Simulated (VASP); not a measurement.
# AlN in VASP: further runs, part 3 of 3

VASP 6.6.1. Earlier steps stand in the parts before.

## Step 5: Single point, PBE

This run uses another cell than the first one, of 10.73 Å³/atom, 0.988 times its volume.

Input file INCAR:

```
SYSTEM = AlN
PREC = Accurate
ENCUT = 520
EDIFF = 1E-7
ISMEAR = 0
SIGMA = 0.01
LREAL = .False.
LASPH = .True.
NELM = 60
ALGO = Normal
ISIF = 2
LWAVE = .False.
LCHARG = .True.
GGA = PE
LELF = .True.
LVHAR = .True.
NBANDS = 11
```

Input file KPOINTS:

```
regular mesh
0
Gamma
  6 6 6
  0 0 0
```

Input file POSCAR:

```
AlN
1.0
    0.0071023492      2.2128321940      2.2127993552
    2.1598100711     -0.0140789605      2.2338615403
    2.1596328343      2.2339526896     -0.0141441855
Al N
1 1
Direct
   -0.0061392751     -0.0107518156      0.0007599365
    0.7516819821      0.7283867428      0.7402193843
```

Potentials or basis: VASP PAW PBE potentials, release 64 (Al, N).

Run with:

```sh
> cat potpaw_PBE.64/Al/POTCAR potpaw_PBE.64/N/POTCAR > POTCAR
> mpirun -np 1 vasp_std > vasp.out
```

OUTCAR:

```text
SYSTEM = AlN
   PREC = Accurate
   ENCUT = 520
   EDIFF = 1E-7
   ISMEAR = 0
   LREAL = .False.
   LASPH = .True.
   NELM = 60
   ISIF = 2
   GGA = PE

 ion  position               nearest neighbor table
   1  0.994  0.989  0.001-   2 1.89   2 1.90   2 1.92   2 1.94
   2  0.752  0.728  0.740-   1 1.89   1 1.90   1 1.92   1 1.94

  LATTYP: Found a base centered monoclinic cell.
 ALAT       =    10.3491016048
 B/A-ratio  =     0.3071936718
 C/A-ratio  =     0.3023839420
 COS(beta)  =    -0.9090513096

  Lattice vectors:

 A1 = (  -2.1669124203,  -2.1987532335,  -4.4466608955)
 A2 = (  -2.1667351835,  -4.4467848836,  -2.1986551697)
 A3 = (   0.0071023492,   2.2128321940,   2.2127993552)

Analysis of symmetry for initial positions (statically):
=====================================================================
 Subroutine PRICEL returns:
 Original cell was already a primitive cell.

 Routine SETGRP: Setting up the symmetry group for a
 base centered monoclinic supercell.

 Subroutine GETGRP returns: Found  1 space group operations
 (whereof  1 operations were pure point group operations)
 out of a pool of  4 trial point group operations.

The static configuration has the point symmetry C_1 .

Analysis of symmetry for dynamics (positions and initial velocities):
=====================================================================
 Subroutine PRICEL returns:
 Original cell was already a primitive cell.

 Routine SETGRP: Setting up the symmetry group for a
 base centered monoclinic supercell.

 Subroutine GETGRP returns: Found  1 space group operations
 (whereof  1 operations were pure point group operations)
 out of a pool of  4 trial point group operations.

The dynamic configuration has the point symmetry C_1 .

 Subroutine INISYM returns: Found  1 space group operations
 (whereof  1 operations are pure point group operations),
 and found     1 'primitive' translations

----------------------------------------------------------------------------------------

                                     Primitive cell

  volume of cell :      21.4514

  direct lattice vectors                    reciprocal lattice vectors
     0.007102349  2.212832194  2.212799355    -0.232625286  0.226319298  0.226340249
     2.159810071 -0.014078960  2.233861540     0.231900202 -0.222779444  0.222038428
     2.159632834  2.233952690 -0.014144185     0.231887470  0.222053435 -0.222801012

  length of vectors
     3.129402139  3.107268115  3.107210752     0.395682773  0.390780563  0.390793830

  position of ions in fractional coordinates (direct lattice)
     0.993860725  0.989248184  0.000759937
     0.751681982  0.728386743  0.740219384

  ion indices of the primitive-cell ions
   primitive index   ion index
                 1           1
                 2           2

----------------------------------------------------------------------------------------

 KPOINTS: regular mesh

Automatic generation of k-mesh.
 Grid dimensions read from file:
 generate k-points for:    6    6    6

 Generating k-lattice:

  Cartesian coordinates                     Fractional coordinates (reciprocal lattice)
    -0.038770881  0.037719883  0.037723375     0.166666667 -0.000000000 -0.000000000
     0.038650034 -0.037129907  0.037006405    -0.000000000  0.166666667  0.000000000
     0.038647912  0.037008906 -0.037133502    -0.000000000  0.000000000  0.166666667

  Length of vectors
     0.065947129  0.065130094  0.065132305

  Shift w.r.t. Gamma in fractional coordinates (k-lattice)
     0.000000000  0.000000000  0.000000000

 Subroutine IBZKPT returns following result:
 ===========================================

 Found    112 irreducible k-points:

 Following reciprocal coordinates:
            Coordinates               Weight
  0.000000  0.000000  0.000000      1.000000
  0.166667  0.000000 -0.000000      2.000000
  0.333333  0.000000 -0.000000      2.000000
  0.500000  0.000000  0.000000      1.000000
 -0.000000  0.166667  0.000000      2.000000
 -0.000000  0.000000 -0.166667      2.000000
[... 16 lines left out ...]
  0.500000  0.333333  0.000000      2.000000
  0.500000  0.000000 -0.333333      2.000000
 [... further k-points ...]
   k-points           NKPTS =    112   k-points in BZ     NKDIM =    112   number of bands    NBANDS=     11
   number of dos      NEDOS =    301   number of ions     NIONS =      2
   total plane-waves  NPLWV =  13824
   dimension x,y,z NGX =    24 NGY =   24 NGZ =   24
   dimension x,y,z NGXF=    48 NGYF=   48 NGZF=   48
   ions per type =               1   1
   NGX,Y,Z   is equivalent  to a cutoff of  12.75, 12.84, 12.84 a.u.
   NGXF,Y,Z  is equivalent  to a cutoff of  25.50, 25.68, 25.68 a.u.
 SYSTEM =  AlN
   PREC   = accura    normal or accurate (medium, high low for compatibility)
   ISTART =      0    job   : 0-new  1-cont  2-samecut
   ICHARG =      2    charge: 1-file 2-atom 10-const
   ISPIN  =      1    spin polarized calculation?
   LNONCOLLINEAR =      F non collinear calculations
   LSORBIT =      F    spin-orbit coupling
   LASPH  =      T    aspherical Exc in radial PAW
   ENCUT  =  520.0 eV  38.22 Ry    6.18 a.u.   5.82  5.78  5.78*2*pi/ulx,y,z
   NELM   =     60;   NELMIN=  2; NELMDL= -5     # of ELM steps
   EDIFF  = 0.1E-06   stopping-criterion for ELM
   LREAL  =      F    real-space projection
   EDIFFG = 0.1E-05   stopping-criterion for IOM
   NSW    =      0    number of steps for IOM
   IBRION =     -1    ionic relax: 0-MD 1-quasi-New 2-CG
   NFREE  =      0    steps in history (QN), initial steepest desc. (CG)
   ISIF   =      2    stress and relaxation
   ISYM   =      2    0-nonsym 1-usesym 2-fastsym
   POTIM  = 0.5000    time-step for ionic-motion
   TEBEG  =    0.0;   TEEND  =   0.0 temperature during run
   PSTRESS=    0.0 pullay stress
   NELECT =       8.0000    total number of electrons
   NUPDOWN=      -1.0000    fix difference up-down
   EMIN   =  10.00;   EMAX   =-10.00  energy-range for DOS
   EFERMI =   0.00;   METHOD = LEGACY
   ISMEAR =     0;   SIGMA  =   0.01  broadening in eV -4-tet -1-fermi 0-gaus
   EFERMI_NEDOS =   21; number of points for ismear=-14 and -15
   IALGO  =     38    algorithm
   IMIX   =      4    mixing-type and parameters
     AMIX     =   0.40;   BMIX     =  1.00
     AMIX_MAG =   1.60;   BMIX_MAG =  1.00
  volume/ion in A,a.u.               =      10.73        72.38
  Fermi-wavevector in a.u.,A,eV,Ry     =   1.178382  2.226819 18.892840  1.388585
  Thomas-Fermi vector in A             =   2.314712
   LORBIT       =      0    0 simple, 1 ext, 2 COOP (PROOUT), +10 PAW based schemes
   GGA     = PE    functional components
   LHFCALC =     F    Hartree Fock is set to
   AEXX    =    0.0000 exact exchange contribution
   IVDW    =     0    specifies the selected vdW correction
   LEPSILON=     F    determine dielectric tensor
   LRPA    =     F    only Hartree local field effects (RPA)
 non-spin polarized calculation
 Gauss-broadening in eV      SIGMA  =   0.01
  energy-cutoff  :      520.00
  volume of cell :       21.45
 maximum number of plane-waves:       588
   NGX = 11   NGY = 11   NGZ = 11

 number of electron       8.0000000 magnetization

 Free energy of the ion-electron system (eV)
  ---------------------------------------------------
  ext. energy  EPLUGINS =         0.00000000
  ---------------------------------------------------
  free energy    TOTEN  =       -14.82607823 eV

  energy without entropy =      -14.82607823  energy(sigma->0) =      -14.82607823

 E-fermi :   5.8713     XC(G=0): -10.8083

 val. band max:        5.8250167251   @ k =   0.0000   0.0000   0.0000
 cond. band min:       8.9050991494   @ k =  -0.0000   0.5000   0.5000
 fundamental gap:      3.0800824243
 Fermi energy:         5.8712512170

 k-point     1 :       0.0000    0.0000    0.0000
  band No.  band energies     occupation
      1      -9.1099      2.00000
      2       5.5092      2.00000
      3       5.7911      2.00000
      4       5.8250      2.00000
      5       9.6280      0.00000
      6      17.8143      0.00000
      7      17.9404      0.00000
      8      18.1918      0.00000
      9      22.6264      0.00000
     10      23.5548      0.00000
     11      24.0131      0.00000
[... 309 lines left out ...]
 k-point    24 :       0.5000    0.0000   -0.3333
  band No.  band energies     occupation
      1      -6.7467      2.00000
      2       1.1732      2.00000
      3       3.2480      2.00000
      4       4.3148      2.00000
      5      10.3738      0.00000
      6      15.2542      0.00000
      7      17.9252      0.00000
      8      19.9185      0.00000
      9      20.9863      0.00000
     10      26.9943      0.00000
     11      29.1643      0.00000

 [... further k-points ...]
[... 5 lines left out ...]
  --------------------------------------------------------------------------------------
  -------------------------------------------------------------------------------------
  Total        0.1566457     -0.3402095     -0.3401054     -0.1327944      0.0795072     -0.1283217
  in kB       11.6996526    -25.4097916    -25.4020161     -9.9182369      5.9382880     -9.5841709
  external PRESSURE =     -13.0373850 kB  Pullay stress =       0.0000000 kB

 VOLUME and BASIS-vectors are now :
 -----------------------------------------------------------------------------
  energy-cutoff  :      520.00
  volume of cell :       21.45
      direct lattice vectors                 reciprocal lattice vectors
     0.007102349  2.212832194  2.212799355    -0.232625286  0.226319298  0.226340249
     2.159810071 -0.014078960  2.233861540     0.231900202 -0.222779444  0.222038428
     2.159632834  2.233952690 -0.014144185     0.231887470  0.222053435 -0.222801012

 POSITION                                       TOTAL-FORCE (eV/Angst)
 -----------------------------------------------------------------------------------
      2.14529      2.18702      4.40905        -0.472558     -0.092397     -0.103053
      3.17712      3.30671      3.27997         0.472558      0.092397      0.103053
 -----------------------------------------------------------------------------------
    total drift:                               -0.000544      0.000040      0.000021

  FREE ENERGIE OF THE ION-ELECTRON SYSTEM (eV)
  ---------------------------------------------------
  free  energy   TOTEN  =       -14.8260782281 eV

  energy  without entropy=      -14.8260782281  energy(sigma->0) =      -14.82607823
```

It took 13 s on 1 thread of Intel Xeon Platinum 8488C (Sapphire Rapids), shared host; peak memory 0.15 GiB.

What came out:

| Property | Result |
| --- | --- |
| Free energy | -14.8261 eV |
| Pressure | -1.3 GPa |
| Largest force | 0.492 eV/Å |
| Band gap on the k mesh | 3.08 eV, indirect (least direct gap 3.80 eV) |

Forces on the atoms (eV/Å):
```
Al  -0.473 -0.092 -0.103
N    0.473  0.092  0.103
```

Stress tensor (GPa, compression positive):
```
 1.17 -0.99 -0.96
-0.99 -2.54  0.59
-0.96  0.59 -2.54
```

## Step 6: Single point, PBE

This run uses another cell than the first one, of 10.72 Å³/atom, 0.988 times its volume.

Input file INCAR:

```
PREC = Accurate
ENCUT = 520
EDIFF = 1E-6
ISMEAR = 0
SIGMA = 0.01
LREAL = F
LASPH = T
NELM = 80
ALGO = Normal
ISIF = 2
LWAVE = F
LCHARG = T
GGA = PE
LELF = T
LVHAR = T
NBANDS = 11
```

Input file KPOINTS:

```
Automatic mesh
0
Gamma
  6 6 6
```

Input file POSCAR:

```
AlN
1.0
    0.0068330943      2.2125886018      2.2125558465
    2.1598671499     -0.0141415492      2.2334057102
    2.1596851358      2.2334917630     -0.0142017685
Al N
1 1
Direct
   -0.0060221109     -0.0109616493      0.0005599189
    0.7515648169      0.7285965783      0.7404194024
```

Potentials or basis: VASP PAW PBE potentials, release 64 (Al, N).

Run with:

```sh
> cat potpaw_PBE.64/Al/POTCAR potpaw_PBE.64/N/POTCAR > POTCAR
> mpirun -np 1 vasp_std > vasp.out
```

OUTCAR:

```text
PREC = Accurate
   ENCUT = 520
   EDIFF = 1E-6
   ISMEAR = 0
   LREAL = F
   LASPH = T
   NELM = 80
   ISIF = 2
   GGA = PE

 ion  position               nearest neighbor table
   1  0.994  0.989  0.001-   2 1.90   2 1.90   2 1.91   2 1.94
   2  0.752  0.729  0.740-   1 1.90   1 1.90   1 1.91   1 1.94

  LATTYP: Found a base centered monoclinic cell.
 ALAT       =    10.3476305114
 B/A-ratio  =     0.3071829100
 C/A-ratio  =     0.3023935871
 COS(beta)  =    -0.9090072659

  Lattice vectors:

 A1 = (  -2.1667002442,  -2.1984470526,  -4.4459615567)
[... 513 lines left out ...]
      6      15.2579      0.00000
      7      17.9319      0.00000
      8      19.9233      0.00000
      9      20.9874      0.00000
     10      26.9980      0.00000
     11      29.1716      0.00000

 [... further k-points ...]
[... 5 lines left out ...]
  --------------------------------------------------------------------------------------
  -------------------------------------------------------------------------------------
  Total        0.1586230     -0.3381733     -0.3380468     -0.1271822      0.0907268     -0.1232464
  in kB       11.8496933    -25.2627385    -25.2532883     -9.5009608      6.7776124     -9.2069407
  external PRESSURE =     -12.8887778 kB  Pullay stress =       0.0000000 kB

 VOLUME and BASIS-vectors are now :
 -----------------------------------------------------------------------------
  energy-cutoff  :      520.00
  volume of cell :       21.45
      direct lattice vectors                 reciprocal lattice vectors
     0.006833094  2.212588602  2.212555846    -0.232576042  0.226329739  0.226351174
     2.159867150 -0.014141549  2.233405710     0.231879236 -0.222804513  0.222091693
     2.159685136  2.233491763 -0.014201768     0.231867535  0.222107199 -0.222826570

 POSITION                                       TOTAL-FORCE (eV/Angst)
 -----------------------------------------------------------------------------------
      2.14419      2.18653      4.40815        -0.451133     -0.088155     -0.098028
      3.17788      3.30632      3.27962         0.451133      0.088155      0.098028
 -----------------------------------------------------------------------------------
    total drift:                               -0.000482      0.000101      0.000070

  FREE ENERGIE OF THE ION-ELECTRON SYSTEM (eV)
  ---------------------------------------------------
  free  energy   TOTEN  =       -14.8271171474 eV

  energy  without entropy=      -14.8271171474  energy(sigma->0) =      -14.82711715
```

Wall time 15 s (1 thread of Intel Xeon Platinum 8488C (Sapphire Rapids), shared host); peak memory 0.15 GiB.

What came out:

```
Free energy            : -14.8271 eV
Pressure               : -1.3 GPa
Largest force          : 0.470 eV/Å
Band gap on the k mesh : 3.09 eV, indirect (least direct gap 3.81 eV)
```

Forces in eV/Å, atoms in the order of the input:
```
Al  -0.451 -0.088 -0.098
N    0.451  0.088  0.098
```

Levels at points of the mesh, in eV from the valence-band top:
| k point | band 1 | band 2 | band 3 | band 4 | band 5 | band 6 | band 7 | band 8 |
| --- | --- | --- | --- | --- | --- | --- | --- | --- |
| (0.00, 0.00, 0.00) | -14.93 | -0.31 | -0.03 | 0.00 | 3.81 | 12.00 | 12.12 | 12.37 |
| (0.50, 0.00, 0.00) | -12.93 | -5.79 | -0.88 | -0.44 | 6.86 | 9.55 | 10.43 | 11.10 |
| (0.00, 0.50, 0.00) | -12.99 | -5.91 | -0.58 | -0.47 | 7.01 | 9.52 | 10.66 | 11.27 |
| (0.00, 0.00, 0.50) | -12.99 | -5.91 | -0.58 | -0.47 | 7.01 | 9.52 | 10.66 | 11.27 |
| (0.50, 0.50, 0.00) | -12.40 | -5.04 | -1.77 | -1.76 | 3.23 | 8.48 | 13.22 | 14.89 |
| (0.50, 0.00, 0.50) | -12.40 | -5.04 | -1.77 | -1.75 | 3.23 | 8.48 | 13.22 | 14.89 |
| (0.00, 0.50, 0.50) | -12.27 | -4.72 | -2.21 | -1.86 | 3.09 | 7.98 | 13.82 | 15.02 |
| (0.50, 0.50, 0.50) | -12.96 | -5.79 | -0.86 | -0.45 | 6.92 | 9.56 | 10.44 | 11.22 |

A k mesh can miss the band edges. Expect the measured gap to be larger: semilocal functionals such as PBE lack the derivative discontinuity.

## Step 7: Overview

```tsv
cell	gap on the mesh (eV)	pressure (GPa)	largest force (eV/Å)
a = 3.122, b = 3.119, c = 3.118 Å, angles 62.1, 59.7, 59.7°, 2 atoms	3.05	-3.6	0.24
a = 3.130, b = 3.108, c = 3.108 Å, angles 61.5, 59.5, 59.5°, 2 atoms	3.07	-1.3	0.52
a = 3.130, b = 3.107, c = 3.107 Å, angles 61.5, 59.5, 59.5°, 2 atoms	3.08	-1.3	0.51
a = 3.129, b = 3.107, c = 3.107 Å, angles 61.5, 59.6, 59.6°, 2 atoms	3.09	-1.3	0.47
```

Some of these runs hold the atoms at other places in the same cell, which the table doesn't show; runs alike in all that it shows share one row.

Alike in all rows: task single point; level PBE; potentials or basis VASP PAW PBE potentials, release 64 (Al, N); no spin polarisation; k mesh 6 × 6 × 6; cutoff (eV) 520; smearing gaussian 0.01 eV.

Total energies depend on the potentials used, so only differences within one code and one set of settings carry meaning.
